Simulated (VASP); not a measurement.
# SnAs2 (I4/mmm) in VASP: a series of runs

The runs below take SnAs2 through single point, relaxation of cell and atoms, with PBE.

Program: VASP 6.6.1. These are calculated values, not measurements. Logs are shortened: lines on timing, memory, paths and dates and some standing lists are left out, and cuts for length are marked.

**1. The cell of the first run**

Symmetry: I4/mmm, No. 139, tetragonal system. Conventional cell: a = 3.549 Å, b = 3.549 Å, c = 10.841 Å, α = 90.00°, β = 90.00°, γ = 90.00°. Sn (site symmetry 4/mmm) has 10 As at 3.26 to 3.31 Å and 4 Sn at 3.55 Å within 4.3 Å. Within 3.6 Å of As (site symmetry 4mm) lie 8 As at 2.74 to 3.55 Å and 5 Sn at 3.26 to 3.31 Å.

**2. Single point, PBE**

File INCAR:

```
PREC     = Accurate       # precision mode
ENCUT    = 520            # plane-wave cutoff, eV
EDIFF    = 1E-7           # SCF threshold, eV
ISMEAR   = 0              # smearing method
SIGMA    = 0.1            # smearing width, eV
LREAL    = False          # projectors in reciprocal space
LASPH    = True           # aspherical terms in the spheres
NELM     = 60             # most SCF steps
ALGO     = Normal         # electronic algorithm
ISIF     = 2              # what is computed and relaxed
LWAVE    = False          # write WAVECAR
LCHARG   = False          # write CHGCAR
GGA      = PE             # functional
NBANDS   = 19             # bands
```

File KPOINTS:

```
regular mesh
0
Gamma
  6 6 6
```

File POSCAR:

```
SnAs2
1.0
   -1.7745468950      1.7745468950      5.4205103382
    1.7745468950     -1.7745468950      5.4205103382
    1.7745468950      1.7745468950     -5.4205103382
Sn As
1 2
Direct
    0.0000000000      0.0000000000      0.0000000000
    0.3007179232      0.3007179232      0.0000000000
    0.6992820768      0.6992820768      0.0000000000
```

Potentials or basis: VASP PAW PBE potentials, release 64 (Sn_d, As).

Launch:

```console
$ cat potpaw_PBE.64/Sn_d/POTCAR potpaw_PBE.64/As/POTCAR > POTCAR
$ mpirun -np 1 vasp_std > vasp.out
```

OUTCAR:

```text
PREC = Accurate
   ENCUT = 520
   EDIFF = 1E-7
   ISMEAR = 0
   LREAL = False
   LASPH = True
   NELM = 60
   ISIF = 2
   GGA = PE

 ion  position               nearest neighbor table
   1  0.000  0.000  0.000-   2 3.26   3 3.26   3 3.31   2 3.31   3 3.31   3 3.31   3 3.31   2 3.31
                             2 3.31   2 3.31
   2  0.301  0.301  0.000-   3 2.74   3 2.74   3 2.74   3 2.74   1 3.26   1 3.31   1 3.31   1 3.31
                             1 3.31
   3  0.699  0.699  0.000-   2 2.74   2 2.74   2 2.74   2 2.74   1 3.26   1 3.31   1 3.31   1 3.31
                             1 3.31

  LATTYP: Found a body centered tetragonal cell.
 ALAT       =     3.5490937900
 C/A-ratio  =     3.0545883873

  Lattice vectors:

 A1 = (  -1.7745468950,   1.7745468950,   5.4205103382)
 A2 = (   1.7745468950,  -1.7745468950,   5.4205103382)
 A3 = (   1.7745468950,   1.7745468950,  -5.4205103382)

Analysis of symmetry for initial positions (statically):
=====================================================================
 Subroutine PRICEL returns:
 Original cell was already a primitive cell.

 Routine SETGRP: Setting up the symmetry group for a
 body centered tetragonal supercell.

 Subroutine GETGRP returns: Found 16 space group operations
 (whereof 16 operations were pure point group operations)
 out of a pool of 16 trial point group operations.

The static configuration has the point symmetry D_4h.

Analysis of symmetry for dynamics (positions and initial velocities):
=====================================================================
 Subroutine PRICEL returns:
 Original cell was already a primitive cell.

 Routine SETGRP: Setting up the symmetry group for a
 body centered tetragonal supercell.

 Subroutine GETGRP returns: Found 16 space group operations
 (whereof 16 operations were pure point group operations)
 out of a pool of 16 trial point group operations.

The dynamic configuration has the point symmetry D_4h.

 Subroutine INISYM returns: Found 16 space group operations
 (whereof 16 operations are pure point group operations),
 and found     1 'primitive' translations

----------------------------------------------------------------------------------------

                                     Primitive cell

  volume of cell :      68.2771

  direct lattice vectors                    reciprocal lattice vectors
    -1.774546895  1.774546895  5.420510338     0.000000000  0.281762066  0.092242237
     1.774546895 -1.774546895  5.420510338     0.281762066  0.000000000  0.092242237
     1.774546895  1.774546895 -5.420510338     0.281762066  0.281762066  0.000000000

  length of vectors
     5.973270937  5.973270937  5.973270937     0.296476799  0.296476799  0.398471736

  position of ions in fractional coordinates (direct lattice)
     0.000000000  0.000000000  0.000000000
     0.300717923  0.300717923  0.000000000
     0.699282077  0.699282077  0.000000000

  ion indices of the primitive-cell ions
   primitive index   ion index
                 1           1
                 2           2
                 3           3

----------------------------------------------------------------------------------------

 KPOINTS: regular mesh

Automatic generation of k-mesh.
 Grid dimensions read from file:
 generate k-points for:    6    6    6

 Generating k-lattice:

  Cartesian coordinates                     Fractional coordinates (reciprocal lattice)
     0.000000000  0.046960344  0.015373706     0.166666667  0.000000000  0.000000000
     0.046960344  0.000000000  0.015373706     0.000000000  0.166666667  0.000000000
     0.046960344  0.046960344  0.000000000     0.000000000  0.000000000  0.166666667

  Length of vectors
     0.049412800  0.049412800  0.066411956

  Shift w.r.t. Gamma in fractional coordinates (k-lattice)
     0.000000000  0.000000000  0.000000000

 Subroutine IBZKPT returns following result:
 ===========================================

 Found     30 irreducible k-points:

 Following reciprocal coordinates:
            Coordinates               Weight
[... 42 lines left out ...]
  ---------------------------------------------------
  ext. energy  EPLUGINS =         0.00000000
  ---------------------------------------------------
  free energy    TOTEN  =       -12.68828656 eV

  energy without entropy =      -12.68048176  energy(sigma->0) =      -12.68438416

 E-fermi :   6.5514     XC(G=0): -10.3496

 val. band max:        6.5426806018   @ k =  -0.1667   0.3333   0.1667
 cond. band min:       6.7058455970   @ k =  -0.1667   0.1667   0.0000
 fundamental gap:      0.1631649952
 Fermi energy:         6.5514203897

 k-point     1 :       0.0000    0.0000    0.0000
  band No.  band energies     occupation
      1     -15.0249      2.00000
      2     -15.0217      2.00000
      3     -14.9733      2.00000
      4     -14.9733      2.00000
      5     -14.9256      2.00000
      6      -7.5072      2.00000
[... 11 lines left out ...]
     18      12.9442      0.00000
     19      13.1469      0.00000

 k-point     2 :       0.1667    0.0000   -0.0000
  band No.  band energies     occupation
      1     -15.0230      2.00000
      2     -15.0012      2.00000
      3     -14.9813      2.00000
      4     -14.9725      2.00000
      5     -14.9319      2.00000
      6      -7.1848      2.00000
[... 11 lines left out ...]
     18      12.4068      0.00000
     19      14.4293      0.00000

 k-point     3 :       0.3333    0.0000   -0.0000
  band No.  band energies     occupation
      1     -15.0207      2.00000
      2     -14.9974      2.00000
      3     -14.9709      2.00000
      4     -14.9585      2.00000
      5     -14.9444      2.00000
      6      -6.2347      2.00000
[... 11 lines left out ...]
     18      14.2434      0.00000
     19      15.0383      0.00000

 k-point     4 :       0.5000    0.0000   -0.0000
  band No.  band energies     occupation
      1     -15.0196      2.00000
      2     -15.0055      2.00000
      3     -14.9702      2.00000
      4     -14.9507      2.00000
      5     -14.9371      2.00000
      6      -4.7800      2.00000
[... 407 lines left out ...]
     18      13.4806      0.00000
     19      14.7293      0.00000

 k-point    23 :      -0.3333   -0.3333    0.1667
  band No.  band energies     occupation
      1     -15.0111      2.00000
      2     -14.9896      2.00000
      3     -14.9810      2.00000
      4     -14.9795      2.00000
      5     -14.9387      2.00000
      6      -6.7243      2.00000
[... 11 lines left out ...]
     18      13.0950      0.00000
     19      14.2852      0.00000

 k-point    24 :      -0.1667   -0.3333    0.1667
  band No.  band energies     occupation
      1     -15.0223      2.00000
      2     -15.0010      2.00000
      3     -14.9812      2.00000
      4     -14.9724      2.00000
      5     -14.9319      2.00000
      6      -7.0885      2.00000
[... 11 lines left out ...]
     18      11.9726      0.00000
     19      13.8581      0.00000

 [... further k-points ...]

------------------------ aborting loop because EDIFF is reached ----------------------------------------

  FORCE on cell =-STRESS in cart. coord.  units (eV):
  Direction    XX          YY          ZZ          XY          YZ          ZX
  --------------------------------------------------------------------------------------
  -------------------------------------------------------------------------------------
  Total       -0.0365989     -0.0365989      0.0684156      0.0000000      0.0000000      0.0000000
  in kB       -0.8588222     -0.8588222      1.6054282      0.0000000      0.0000000      0.0000000
  external PRESSURE =      -0.0374054 kB  Pullay stress =       0.0000000 kB

 VOLUME and BASIS-vectors are now :
 -----------------------------------------------------------------------------
  energy-cutoff  :      520.00
  volume of cell :       68.28
      direct lattice vectors                 reciprocal lattice vectors
    -1.774546895  1.774546895  5.420510338     0.000000000  0.281762066  0.092242237
     1.774546895 -1.774546895  5.420510338     0.281762066  0.000000000  0.092242237
     1.774546895  1.774546895 -5.420510338     0.281762066  0.281762066  0.000000000

 POSITION                                       TOTAL-FORCE (eV/Angst)
 -----------------------------------------------------------------------------------
      0.00000      0.00000      0.00000         0.000000      0.000000     -0.000000
      0.00000      0.00000      3.26009         0.000000      0.000000      0.018720
      0.00000      0.00000      7.58093        -0.000000     -0.000000     -0.018720
 -----------------------------------------------------------------------------------
    total drift:                                0.000000     -0.000000      0.000000

  FREE ENERGIE OF THE ION-ELECTRON SYSTEM (eV)
  ---------------------------------------------------
  free  energy   TOTEN  =       -12.6882865600 eV

  energy  without entropy=      -12.6804817580  energy(sigma->0) =      -12.68438416
```

Run time: 2.1 min. Hardware: 1 thread of Oxide Virtual Turin-like, shared host; peak memory 0.29 GiB.

What came out:

```
Free energy            : -12.6883 eV
Pressure               : 0.0 GPa
Largest force          : 0.019 eV/Å
Band gap on the k mesh : zero (bands 12 and 13 overlap by 2.75 eV)
```

Forces on the atoms (eV/Å):
```
Sn   0.000  0.000  0.000
As   0.000  0.000  0.019
As   0.000  0.000 -0.019
```

Stress tensor (GPa, compression positive):
```
-0.09  0.00  0.00
 0.00 -0.09  0.00
 0.00  0.00  0.16
```

Levels at points of the mesh, in eV from the Fermi level:
| k point | band 9 | band 10 | band 11 | band 12 | band 13 | band 14 | band 15 | band 16 |
| --- | --- | --- | --- | --- | --- | --- | --- | --- |
| (0.00, 0.00, 0.00) | -2.97 | -2.10 | -2.10 | 0.35 | 1.92 | 1.92 | 4.16 | 6.32 |
| (0.50, 0.00, 0.00) | -5.01 | -2.05 | -1.08 | 0.46 | 0.47 | 2.19 | 2.63 | 3.95 |
| (0.50, 0.50, 0.00) | -5.57 | -5.21 | -2.44 | -1.74 | -1.08 | -0.25 | 1.04 | 3.53 |
| (0.50, 0.50, 0.50) | -2.35 | -2.35 | -1.04 | 0.59 | 2.49 | 3.75 | 3.89 | 3.89 |

Caveat: spin-orbit coupling is left out, which moves the levels of the heavy elements.

**3. Single point, PBE**

This run uses another cell than the first one, of 24.57 Å³/atom.

File INCAR:

```
SYSTEM = SnAs2
PREC = Accurate
ENCUT = 520
EDIFF = 1E-6
ISMEAR = 0
SIGMA = 0.1
LREAL = .False.
LASPH = .True.
NELM = 80
ALGO = Normal
ISIF = 2
LWAVE = .False.
LCHARG = .True.
GGA = PE
LELF = .True.
LVHAR = .True.
NBANDS = 19
```

File KPOINTS:

```
Automatic mesh
0
Gamma
  8 8 8
  0 0 0
```

File POSCAR:

```
SnAs2
1.0
   -1.7825773611      1.7825773611      5.8000106112
    1.7825773611     -1.7825773611      5.8000106112
    1.7825773611      1.7825773611     -5.8000106112
Sn As
1 2
Direct
    0.0000000000      0.0000000000      0.0000000000
    0.3400000000      0.3400000000      0.0000000000
    0.6600000000      0.6600000000      0.0000000000
```

Potentials or basis: VASP PAW PBE potentials, release 64 (Sn_d, As).

Launch:

```console
$ cat potpaw_PBE.64/Sn_d/POTCAR potpaw_PBE.64/As/POTCAR > POTCAR
$ mpirun -np 1 vasp_std > vasp.out
```

It took 2.7 min on 1 thread of Oxide Virtual Turin-like, shared host; peak memory 0.32 GiB.

It converged, with:

- Free energy: -12.0262 eV
- Pressure: -5.8 GPa
- Largest force: 0.230 eV/Å
- Band gap on the k mesh: zero (bands 12 and 13 overlap by 4.40 eV)

Forces on the atoms (eV/Å):
```
Sn   0.000  0.000  0.000
As   0.000  0.000 -0.230
As   0.000  0.000  0.230
```

Stress tensor (GPa, compression positive):
```
-5.13  0.00  0.00
 0.00 -5.13  0.00
 0.00  0.00 -7.14
```

Levels at points of the mesh, in eV from the Fermi level:
```tsv
k point	band 8	band 9	band 10	band 11	band 12	band 13	band 14	band 15	band 16	band 17
(0.00, 0.00, 0.00)	-7.21	-0.54	-0.43	-0.05	-0.05	0.32	0.32	5.11	5.59	5.66
(0.50, 0.00, 0.00)	-7.52	-4.81	-2.29	-1.68	1.17	1.45	1.94	3.18	4.27	5.08
(0.50, 0.50, 0.00)	-5.16	-4.64	-3.60	-3.43	-1.41	-0.94	-0.67	0.65	2.07	3.67
(0.50, 0.50, 0.50)	-5.51	-2.16	-0.87	-0.87	1.97	1.97	2.43	2.92	4.24	4.63
```

Caveat: the cell stands under tension; spin-orbit coupling is left out, which moves the levels of the heavy elements.

**4. Relaxation of cell and atoms, PBE**

This run uses another cell than the first one, of 24.57 Å³/atom.

File INCAR:

```
PREC     = Accurate       # precision mode
ENCUT    = 600            # plane-wave cutoff, eV
EDIFF    = 1E-6           # SCF threshold, eV
ISMEAR   = 0              # smearing method
SIGMA    = 0.1            # smearing width, eV
LREAL    = F              # projectors in reciprocal space
LASPH    = T              # aspherical terms in the spheres
NELM     = 80             # most SCF steps
ALGO     = Normal         # electronic algorithm
ISIF     = 3              # what is computed and relaxed
LWAVE    = F              # write WAVECAR
LCHARG   = F              # write CHGCAR
GGA      = PE             # functional
IBRION   = 2              # ionic algorithm
NSW      = 90             # ionic steps
EDIFFG   = -0.04          # ionic threshold
```

File KPOINTS:

```
Automatic mesh
0
Gamma
  6 6 6
```

POSCAR is that of step 3.

Launch:

```console
$ cat potpaw_PBE.64/Sn_d/POTCAR potpaw_PBE.64/As/POTCAR > POTCAR
$ mpirun -np 1 vasp_std > vasp.out
```

It took 28 min on 1 thread of Oxide Virtual Turin-like, shared host; peak memory 0.44 GiB.

The run converged. Its results:

* Free energy: -12.6884 eV
* Relaxed volume: 22.77 Å³/atom
* Relaxed cell: a = 6.007 Å, b = 6.007 Å, c = 6.007 Å, α = 145.76°, β = 145.76°, γ = 49.20°
* Space group after relaxing (to 0.1 Å): I4/mmm (No. 139)
* Energy gained by relaxing: 214.4 meV/atom
* Ionic steps: 23
* Pressure after relaxing: 0.0 GPa
* Band gap on the k mesh: zero (bands 12 and 13 overlap by 2.77 eV)

Stress tensor (GPa, compression positive):
```
 0.17  0.00  0.00
 0.00  0.17  0.00
 0.00  0.00 -0.18
```

Step by step:
| step | energy change (eV) | largest force (eV/Å) | pressure (GPa) | volume (Å³) |
| --- | --- | --- | --- | --- |
| 1 | 0.0000 | 0.4076 | -5.76 | 73.72 |
| 2 | -0.1783 | 0.7186 | 1.18 | 64.69 |
| 3 | -0.1792 | 0.6992 | 0.64 | 65.21 |
| 4 | -0.2358 | 0.7338 | 0.92 | 64.65 |
| 5 | -0.3797 | 0.6955 | 2.35 | 62.94 |
| 6 | -0.2648 | 0.5249 | 11.14 | 59.34 |
| 7 | -0.4269 | 0.5503 | 4.22 | 61.85 |
| 8 | -0.4397 | 0.4991 | 5.97 | 61.17 |
| 9 | -0.4712 | 0.3958 | 5.50 | 61.68 |
| 10 | -0.5233 | 0.0296 | 4.19 | 63.23 |
| 11 | -0.5278 | 0.0607 | 3.86 | 63.77 |
| 12 | -0.5588 | 0.0219 | 2.64 | 64.69 |
| 13 | -0.6020 | 0.2821 | -0.44 | 67.47 |
| 14 | -0.6026 | 0.3147 | -0.81 | 67.87 |
| 15 | -0.6116 | 0.3065 | -0.63 | 67.73 |
| 16 | -0.6300 | 0.2282 | -0.01 | 67.30 |
| 17 | -0.6255 | 0.0515 | 1.83 | 66.37 |
| 18 | -0.6346 | 0.1574 | 0.67 | 66.94 |
| 19 | -0.6385 | 0.1439 | 0.34 | 67.48 |
| 20 | -0.6414 | 0.0758 | -0.56 | 68.87 |
| 21 | -0.6417 | 0.0959 | -0.35 | 68.52 |
| 22 | -0.6431 | 0.0274 | -0.08 | 68.36 |
| 23 | -0.6432 | 0.0015 | 0.05 | 68.30 |

Final structure:
```cif
data_structure
_symmetry_space_group_name_H-M 'P 1'
_symmetry_Int_Tables_number 1
_cell_length_a 6.0067
_cell_length_b 6.0067
_cell_length_c 6.0067
_cell_angle_alpha 145.762
_cell_angle_beta 145.762
_cell_angle_gamma 49.201
_cell_volume 68.30
loop_
_atom_site_label
_atom_site_type_symbol
_atom_site_fract_x
_atom_site_fract_y
_atom_site_fract_z
_atom_site_occupancy
Sn1 Sn 0.00000 0.00000 0.00000 1
As1 As 0.30106 0.30106 0.00000 1
As2 As 0.69894 0.69894 0.00000 1
```

Levels at points of the mesh, in eV from the Fermi level:
```tsv
k point	band 10	band 11	band 12	band 13	band 14	band 15
(0.00, 0.00, 0.00)	-2.03	-2.03	0.41	1.97	1.97	4.21
(0.50, 0.00, 0.00)	-2.11	-1.12	0.53	0.55	2.28	2.69
(0.50, 0.50, 0.00)	-5.16	-2.43	-1.69	-1.08	-0.28	1.00
(0.50, 0.50, 0.50)	-2.28	-1.16	0.57	2.56	3.81	3.91
```

Caveat: spin-orbit coupling is left out, which moves the levels of the heavy elements.

**5. Single point, PBE**

This run uses another cell than the first one, of 22.61 Å³/atom.

File INCAR:

```
SYSTEM = SnAs2
  PREC = Accurate
  ENCUT = 520
  EDIFF = 1E-7
  ISMEAR = 0
  SIGMA = 0.1
  LREAL = .FALSE.
  LASPH = .TRUE.
  NELM = 80
  ALGO = Fast
  ISIF = 2
  LWAVE = .FALSE.
  LCHARG = .FALSE.
  GGA = PE
  NBANDS = 19
```

File KPOINTS:

```
regular mesh
0
G
  18 18 18
  0 0 0
```

File POSCAR:

```
SnAs2
1.0
   -1.7870436810      1.7870436810      5.3097462895
    1.7870436810     -1.7870436810      5.3097462895
    1.7870436810      1.7870436810     -5.3097462895
Sn As
1 2
Direct
    0.0000000000      0.0000000000      0.0000000000
    0.3006020051      0.3006020051      0.0000000000
    0.6993979949      0.6993979949      0.0000000000
```

Launch:

```console
$ cat potpaw_PBE.64/Sn_d/POTCAR potpaw_PBE.64/As/POTCAR > POTCAR
$ mpirun -np 1 vasp_std > vasp.out
```

Wall time 27 min (1 thread of Oxide Virtual Turin-like, shared host); peak memory 0.77 GiB.

The run converged. Its results:

* Free energy: -12.6504 eV
* Pressure: 0.1 GPa
* Largest force: 0.012 eV/Å
* Band gap on the k mesh: zero (bands 12 and 13 overlap by 3.37 eV)

Forces on the atoms (eV/Å):
```
Sn   0.000  0.000  0.000
As   0.000  0.000  0.012
As   0.000  0.000 -0.012
```

Levels at points of the mesh, in eV from the Fermi level:
| k point | band 10 | band 11 | band 12 | band 13 | band 14 | band 15 |
| --- | --- | --- | --- | --- | --- | --- |
| (0.00, 0.00, 0.00) | -2.27 | -2.27 | 0.15 | 1.68 | 1.68 | 4.01 |
| (0.50, 0.00, 0.00) | -1.95 | -1.05 | 0.25 | 0.27 | 1.97 | 2.46 |
| (0.50, 0.50, 0.00) | -5.43 | -2.59 | -1.90 | -1.15 | -0.24 | 1.04 |
| (0.50, 0.50, 0.50) | -2.56 | -0.83 | 0.66 | 2.30 | 3.55 | 3.78 |

Caveat: spin-orbit coupling is left out, which moves the levels of the heavy elements.

**6. The runs side by side**

```csv
task,cell,k mesh,cutoff (eV),gap on the mesh (eV),pressure (GPa),largest force (eV/Å)
single point,"a = 5.973 Å, angles 145.4, 145.4, 49.7°, 3 atoms, atomic positions A",6 × 6 × 6,520,none,0.0,0.02
single point,"a = 6.324 Å, angles 147.3, 147.3, 47.0°, 3 atoms, atomic positions B",8 × 8 × 8,520,none,-5.8,0.23
relaxation of cell and atoms,"relaxed from a = 6.324 Å, angles 147.3, 147.3, 47.0°, 3 atoms, atomic positions B",6 × 6 × 6,600,none,0.0,-
single point,"a = 5.881 Å, angles 144.6, 144.6, 50.9°, 3 atoms, atomic positions C",18 × 18 × 18,520,none,0.1,0.01
```

Alike in all rows: level PBE; potentials or basis VASP PAW PBE potentials, release 64 (Sn_d, As); no spin polarisation; smearing gaussian 0.1 eV.

Caveats: spin-orbit coupling is left out, which moves the levels of the heavy elements; the cell stands under tension (at least some runs).

Total energies depend on the potentials used, so only differences within one code and one set of settings carry meaning.

The gap in the log of VASP goes by the Fermi energy; the results here count the filled bands.